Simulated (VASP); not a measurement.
**YSiNi4: single point with LDA**

Crystal: YSiNi4.

```
Y Si Ni
1.0
     2.51277   -4.05912    0.00000
     2.51277    4.05912    0.00000
     0.00000    0.00000    3.90878
Y Si Ni
1 1 4
Direct
  0.00000 0.00000 0.00000
  0.50000 0.50000 0.50000
  0.34125 0.65875 0.00000
  0.65875 0.34125 0.00000
  0.50000 0.00000 0.50000
  0.00000 0.50000 0.50000
```

```yaml
Program: VASP 6.6.1
Task: single point
Functional: LDA
Potentials_or_basis: VASP PAW LDA potentials, release 64 (Y_sv, Si, Ni)
Cutoff: 520 eV
k_mesh: 4 × 4 × 6
Occupations: gaussian, width 0.1 eV
Spin: no spin polarisation
```

| Property | Result |
| --- | --- |
| Pressure | -7.0 GPa |
| Largest force | 0.068 eV/Å |

Forces on the atoms (eV/Å):
```
Y    0.000  0.000  0.000
Si   0.000  0.000  0.000
Ni   0.000 -0.068  0.000
Ni   0.000  0.068  0.000
Ni   0.000  0.000  0.000
Ni   0.000  0.000  0.000
```

Stress tensor (GPa, compression positive):
```
-7.07  0.00  0.00
 0.00 -6.61  0.00
 0.00  0.00 -7.24
```

Levels at points of the mesh, in eV from the Fermi level:
| k point | band 24 | band 25 | band 26 | band 27 | band 28 | band 29 | band 30 | band 31 | band 32 | band 33 |
| --- | --- | --- | --- | --- | --- | --- | --- | --- | --- | --- |
| (0.00, 0.00, 0.00) | -0.71 | -0.27 | -0.20 | -0.12 | -0.08 | 0.30 | 0.88 | 1.59 | 2.49 | 3.37 |
| (0.50, 0.00, 0.00) | -0.91 | -0.89 | -0.85 | -0.61 | -0.41 | 1.23 | 2.16 | 3.04 | 3.93 | 4.22 |
| (0.50, 0.50, 0.00) | -1.05 | -0.90 | -0.70 | -0.08 | 0.67 | 0.92 | 1.94 | 2.36 | 2.92 | 3.07 |
| (0.00, 0.00, 0.50) | -0.90 | -0.81 | -0.54 | -0.52 | -0.29 | -0.12 | 0.10 | 0.89 | 3.61 | 4.92 |
| (0.50, 0.00, 0.50) | -1.04 | -0.87 | -0.84 | -0.57 | -0.51 | 0.73 | 0.99 | 1.86 | 2.84 | 3.65 |
| (0.50, 0.50, 0.50) | -0.72 | -0.66 | -0.58 | -0.19 | -0.14 | 0.88 | 0.88 | 1.15 | 3.63 | 3.72 |

Run time: 64 s on 1 thread of Intel(R) Xeon(R) Platinum 8488C (Sapphire Rapids) (shared host), peak memory 0.22 GiB.

Caveat: the k points lie up to 0.37 Å⁻¹ apart. Spin polarisation is off, so any magnetic state and its effect on volume and gap are missing.
